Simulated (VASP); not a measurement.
Write the native input for VASP 6.6.1 that does the following.

| Item | Value |
| --- | --- |
| Task | single point |
| Functional | r2SCAN |
| Potentials or basis | VASP PAW PBE potentials, release 64 (Zn, O) |
| Cutoff | 520 eV |
| k mesh | 12 × 12 × 8 |
| Occupations | gaussian, width 0.01 eV |
| Spin | no spin polarisation |
| Dipole correction | no |
| Further INCAR settings | ALGO = Normal; EDIFF = 1e-07; NBANDS = 26 |

Crystal: ZnO (ref).

```
Zn O
1.0
     3.23516    0.00000    0.00000
    -1.61758    2.80173    0.00000
     0.00000    0.00000    5.21108
Zn O
2 2
Direct
  0.33333 0.66667 0.99214
  0.66667 0.33333 0.49214
  0.33333 0.66667 0.38986
  0.66667 0.33333 0.88986
```

One way to write it, as run:

POSCAR

```
ZnO
1.0
    3.2351576527      0.0000000000      0.0000000000
   -1.6175788264      2.8017287125      0.0000000000
    0.0000000000      0.0000000000      5.2110795600
Zn O
2 2
Direct
    0.3333333333      0.6666666667     -0.0078595133
    0.6666666667      0.3333333333      0.4921404867
    0.3333333333      0.6666666667      0.3898595133
    0.6666666667      0.3333333333      0.8898595133
```

INCAR.step1

```
PREC = Accurate
ENCUT = 520
ISMEAR = 0
SIGMA = 0.01
LREAL = F
LASPH = T
NELM = 80
NBANDS = 26
GGA = PE
ALGO = Normal
EDIFF = 1E-4
LWAVE = T
LCHARG = F
```

INCAR.step2

```
PREC = Accurate
ENCUT = 520
EDIFF = 1E-7
ISMEAR = 0
SIGMA = 0.01
LREAL = F
LASPH = T
NELM = 80
ALGO = Normal
ISIF = 2
LWAVE = F
LCHARG = F
METAGGA = R2SCAN
LMIXTAU = T
NBANDS = 26
ISTART = 1
```

KPOINTS

```
Automatic mesh
0
Gamma
  12 12 8
```

Potentials or basis: VASP PAW PBE potentials, release 64 (Zn, O).

Command:

```sh
$ cat potpaw_PBE.64/Zn/POTCAR potpaw_PBE.64/O/POTCAR > POTCAR
$ cp INCAR.step1 INCAR
$ mpirun -np 1 vasp_std > vasp.out
$ cp INCAR.step2 INCAR
$ mpirun -np 1 vasp_std > vasp.out
```

Results of the run:

| Quantity | Value |
| --- | --- |
| Pressure | 1.6 GPa |
| Largest force | 0.492 eV/Å |
| Band gap on the k mesh | 1.23 eV, direct |

Caveat: the PAW data sets were made with another functional, which shifts forces and pressure a little.

Wall time 5 min on 1 thread of Intel(R) Xeon(R) 6975P-C (Granite Rapids) (shared host), peak memory 0.23 GiB.
